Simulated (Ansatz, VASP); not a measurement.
**One calculation of TaN, two programs**

```xyz
2
Lattice="0.0000 2.2207 2.2535 2.2207 0.0000 2.2535 2.2207 2.2207 0.0000" Properties=species:S:1:pos:R:3 pbc="T T T"
Ta    2.2207    2.2207    2.2535
N     0.0000    0.0000    0.0000
```

Change from the starting cell: strain +0.015 along x and y, +0.030 along z, atoms carried along.

Alike in both runs: task single point; functional PBEsol; k mesh 24 × 24 × 24; occupations gaussian, width 0.15 eV; no spin polarisation.

```csv
,VASP,Ansatz
version,VASP 6.6.1,Ansatz 0.2.0
potentials or method,"VASP PAW PBE potentials, release 64 (Ta_pv, N), cutoff 520 eV","scalar-relativistic, plane waves, PAW"
valence electrons in the cell,16,18
```

|  | VASP | Ansatz | Ansatz less VASP |
| --- | --- | --- | --- |
| gap on the k mesh at the Fermi level (eV) | none | none | - |
| pressure (GPa) | -17.7 | -18.4 | -0.73 |
| traceless stress, the component that is largest in VASP (GPa) | -4.38 | -4.36 | +0.023 |

VASP's potentials were made for PBE, not for PBEsol. A gap of «none» marks a metal or a gap that the smearing closes. VASP's potentials hold 16 valence electrons a cell and Ansatz's 18, so a difference there can come from the potentials and not from the codes.

Neither program's run includes spin-orbit coupling.
